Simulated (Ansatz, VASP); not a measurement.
**P: VASP beside Ansatz**

INCAR

```
SYSTEM = P
PREC = Accurate
ENCUT = 520
EDIFF = 1E-6
ISMEAR = 0
SIGMA = 0.2
LREAL = .FALSE.
LASPH = .TRUE.
NELM = 60
ALGO = Normal
ISIF = 2
LWAVE = .FALSE.
LCHARG = .TRUE.
GGA = PE
LELF = .TRUE.
LVHAR = .TRUE.
NBANDS = 18
```

The input KPOINTS:

```
regular mesh
0
G
  8 4 4
  0 0 0
```

The input POSCAR:

```
P
1.0
    0.0000000000      0.0000000000      2.4446578045
    4.8893156090      0.0000000000      0.0000000000
    0.0000000000      4.8893156090      0.0000000000
P
4
Direct
    0.0000000000      0.0000000000      0.0000000000
    1.0000000000      0.0000000000      0.5000000000
    1.0000000000      0.5000000000      1.0000000000
    1.0000000000      0.5000000000      0.5000000000
```

Input for Ansatz:

```yaml
crystal:
  lattice:
    - [0.0, 0.0, 2.4446578045]
    - [4.889315609, 0.0, 0.0]
    - [0.0, 4.889315609, 0.0]
  atoms:
    - { symbol: P, position: [0.0, 0.0, 0.0] }
    - { symbol: P, position: [1.0, 0.0, 0.5] }
    - { symbol: P, position: [1.0, 0.5, 1.0] }
    - { symbol: P, position: [1.0, 0.5, 0.5] }
basis:
  ecutwfc: 420
kpoints:
  mp_grid: { grid: [8, 4, 4] }
hamiltonian:
  xc: pbe
scf:
  occupations: { method: gaussian, width: 0.2 }
  lower_state_search: "off"
output:
  forces: true
  stress: true
  eigenvalues: true
```

Alike in both runs: task single point; functional PBE; k mesh 8 × 4 × 4; occupations gaussian, width 0.2 eV; no spin polarisation.

|  | VASP | Ansatz |
| --- | --- | --- |
| version | VASP 6.6.1 | Ansatz 0.2.0 |
| potentials or method | VASP PAW PBE potentials, release 64 (P), cutoff 520 eV | scalar-relativistic, plane waves, PAW |
| valence electrons in the cell | 20 | 20 |

|  | VASP | Ansatz | Ansatz less VASP |
| --- | --- | --- | --- |
| gap on the k mesh at the Fermi level (eV) | none | none | - |
| pressure (GPa) | -0.3 | 0.0 | +0.27 |

A gap of «none» marks a metal or a gap that the smearing closes.
